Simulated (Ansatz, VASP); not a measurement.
Two plane-wave programs on RbGa3Te2

```
Rb Ga Te
1.0
     6.59568    0.00000    0.00000
    -3.29784    5.71203    0.00000
     0.00000    0.00000    3.94261
Rb Ga Te
1 3 2
Direct
  0.00000 0.00000 0.00000
  0.50000 0.00000 0.50000
  0.00000 0.50000 0.50000
  0.50000 0.50000 0.50000
  0.66667 0.33333 0.00000
  0.33333 0.66667 0.00000
```

Change from the starting cell: species swapped into the HoCo3B2 type (P6/mmm, No. 191).

Alike in both runs: task relaxation of cell and atoms; functional PBE; k mesh 3 × 3 × 4; occupations gaussian, width 0.1 eV; no spin polarisation.

|  | VASP | Ansatz |
| --- | --- | --- |
| version | VASP 6.6.1 | Ansatz 0.2.0 |
| potentials or method | VASP PAW PBE potentials, release 64 (Rb_sv, Ga_d, Te), cutoff 600 eV | scalar-relativistic, plane waves, PAW |
| valence electrons in the cell | 60 | 80 |

```csv
,VASP,Ansatz,Ansatz less VASP
"gap on the k mesh at the Fermi level, each at its own relaxed structure (eV)",none,none,-
relaxed volume (Å³/atom),31.12,31.72,+0.594
relaxed length of the cell vector where the two differ most in proportion (Å),6.557,6.665,+0.1079
```

A gap of «none» marks a metal or a gap that the smearing closes. VASP's potentials hold 60 valence electrons a cell and Ansatz's 80, so a difference there can come from the potentials and not from the codes.

The k mesh is coarse, so the values compare programs but aren't converged. Spin-orbit coupling is off throughout. Noted on VASP's run: the volume moved by over 15 % at a fixed basis, so the end points are rough.
